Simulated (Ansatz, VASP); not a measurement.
## AlRu in VASP and in Ansatz

File INCAR:

```
  PREC = Accurate
  ENCUT = 520
  EDIFF = 1E-6
  ISMEAR = 0
  SIGMA = 0.15
  LREAL = False
  LASPH = True
  NELM = 100
  ALGO = Fast
  ISIF = 2
  LWAVE = False
  LCHARG = False
  GGA = PS
  NBANDS = 34
```

The input KPOINTS:

```
regular mesh
0
Gamma
  20 20 7
```

File POSCAR:

```
AlRu
1.0
    0.0000000000     -2.9764078218      0.0000000000
    0.0000000000      0.0000000000     -2.9764078218
    9.9292234653      0.0000000000      0.0000000000
Al Ru
3 3
Direct
    0.0000000000      0.0000000000      0.2248068093
    0.0000000000      0.0000000000      0.5245692058
    0.0000000000      0.0000000000      0.8243316024
    0.5000000000      0.5000000000      0.0749256110
    0.5000000000      0.5000000000      0.3746880076
    0.5000000000      0.5000000000      0.6744504041
```

Input for Ansatz:

```yaml
crystal:
  lattice:
    - [0.0, -2.9764078218, 0.0]
    - [0.0, 0.0, -2.9764078218]
    - [9.9292234653, 0.0, 0.0]
  atoms:
    - { symbol: Al, position: [0.0, 0.0, 0.2248068093] }
    - { symbol: Al, position: [0.0, 0.0, 0.5245692058] }
    - { symbol: Al, position: [0.0, 0.0, 0.8243316024] }
    - { symbol: Ru, position: [0.5, 0.5, 0.074925611] }
    - { symbol: Ru, position: [0.5, 0.5, 0.3746880076] }
    - { symbol: Ru, position: [0.5, 0.5, 0.6744504041] }
basis:
  ecutwfc: 420
kpoints:
  mp_grid: { grid: [20, 20, 7] }
hamiltonian:
  xc: pbesol
scf:
  occupations: { method: gaussian, width: 0.15 }
output:
  forces: true
  stress: true
  eigenvalues: true
```

Alike in both runs: task single point; functional PBEsol; k mesh 20 × 20 × 7; occupations gaussian, width 0.15 eV; no spin polarisation.

|  | VASP | Ansatz |
| --- | --- | --- |
| version | VASP 6.6.1 | Ansatz 0.2.0 |
| potentials or method | VASP PAW PBE potentials, release 64 (Al, Ru_pv), cutoff 520 eV | scalar-relativistic, plane waves, PAW |
| valence electrons in the cell | 51 | 57 |

VASP gave:

* gap on the k mesh at the Fermi level (eV): none
* pressure (GPa): -8.7
* traceless stress, the component that is largest in VASP (GPa): -5.08
* rms of the force components (eV/Å): 0.428

What did Ansatz give for the same quantities?

gap on the k mesh at the Fermi level (eV): none; pressure (GPa): -8.7; traceless stress, the component that is largest in VASP (GPa): -5.06; rms of the force components (eV/Å): 0.425.

VASP's potentials were made for PBE, not for PBEsol. Atom by atom the forces differ by 0.004 eV/Å (rms over components). A gap of «none» marks a metal or a gap that the smearing closes. VASP's potentials hold 51 valence electrons a cell and Ansatz's 57, so a difference there can come from the potentials and not from the codes.
